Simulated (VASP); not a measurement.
Wanted: the native input for a VASP 6.6.1 run.

```yaml
Task: single point
Functional: r2SCAN
Potentials_or_basis: VASP PAW PBE potentials, release 64 (Li_sv)
Cutoff: 520 eV
k_mesh: 22 × 22 × 22
Occupations: methfessel-paxton, width 0.1 eV
Spin: no spin polarisation
Dipole_correction: no
Further_INCAR_settings: ALGO = Normal; EDIFF = 1e-07; NBANDS = 8
```

Li:

```
CELL_PARAMETERS angstrom
-1.73779 1.73779 1.73779
1.73779 -1.73779 1.73779
1.73779 1.73779 -1.73779
ATOMIC_POSITIONS crystal
Li 0.00000 0.00000 0.00000
```

One way to write it, as run:

POSCAR

```
Li
1.0
   -1.7377938021      1.7377938021      1.7377938021
    1.7377938021     -1.7377938021      1.7377938021
    1.7377938021      1.7377938021     -1.7377938021
Li
1
Direct
    0.0000000000      0.0000000000      0.0000000000
```

INCAR.step1

```
SYSTEM = Li
  PREC = Accurate
  ENCUT = 520
  ISMEAR = 1
  SIGMA = 0.1
  LREAL = .False.
  LASPH = .True.
  NELM = 100
  NBANDS = 8
  GGA = PE
  ALGO = Normal
  EDIFF = 1E-4
  LWAVE = .True.
  LCHARG = .False.
```

INCAR.step2

```
SYSTEM = Li
  PREC = Accurate
  ENCUT = 520
  EDIFF = 1E-7
  ISMEAR = 1
  SIGMA = 0.1
  LREAL = .False.
  LASPH = .True.
  NELM = 100
  ALGO = Normal
  ISIF = 2
  LWAVE = .False.
  LCHARG = .False.
  METAGGA = R2SCAN
  LMIXTAU = .True.
  NBANDS = 8
  ISTART = 1
```

KPOINTS

```
regular mesh
0
Gamma
  22 22 22
  0 0 0
```

Potentials or basis: VASP PAW PBE potentials, release 64 (Li_sv).

Command:

```sh
$ cat potpaw_PBE.64/Li_sv/POTCAR > POTCAR
$ cp INCAR.step1 INCAR
$ mpirun -np 1 vasp_std > vasp.out
$ cp INCAR.step2 INCAR
$ mpirun -np 1 vasp_std > vasp.out
```

It gave:

```yaml
Band_gap_on_the_k_mesh: zero (an odd number of electrons rules out a gap without spin polarisation)
```

It took 3.9 min on 1 thread of Intel Xeon 8259CL, with other jobs on the host, peak memory 0.17 GiB.
